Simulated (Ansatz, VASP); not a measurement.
## One calculation of CdSe, two programs

```
Cd Se
1.0
     4.51342    0.00000    0.00000
    -2.25671    3.90874    0.00000
     0.00000    0.00000    6.66444
Cd Se
2 2
Direct
  0.66667 0.33333 0.00000
  0.33333 0.66667 0.50000
  0.66667 0.33333 0.37500
  0.33333 0.66667 0.87500
```

Change from the starting cell: strain +0.050 along x and y, -0.050 along z, atoms carried along.

Alike in both runs: task single point; functional PBE; k mesh 6 × 6 × 4; occupations gaussian, width 0.05 eV; no spin polarisation.

|  | VASP | Ansatz |
| --- | --- | --- |
| version | VASP 6.6.1 | Ansatz 0.2.0 |
| potentials or method | VASP PAW PBE potentials, release 64 (Cd, Se), cutoff 520 eV | scalar-relativistic, plane waves, PAW |
| valence electrons in the cell | 36 | 72 |

|  | VASP | Ansatz | Ansatz less VASP |
| --- | --- | --- | --- |
| gap on the k mesh at the Fermi level (eV) | 0.63 | 0.64 | +0.004 |
| least direct gap on the mesh (eV) | 0.63 | 0.64 | +0.004 |
| pressure (GPa) | 1.8 | 1.5 | -0.28 |
| traceless stress, the component that is largest in VASP (GPa) | 6.64 | 6.48 | -0.166 |
| rms of the force components (eV/Å) | 0.565 | 0.546 | -0.0198 |

Atom by atom the forces differ by 0.020 eV/Å (rms over components). VASP's potentials hold 36 valence electrons a cell and Ansatz's 72, so a difference there can come from the potentials and not from the codes.
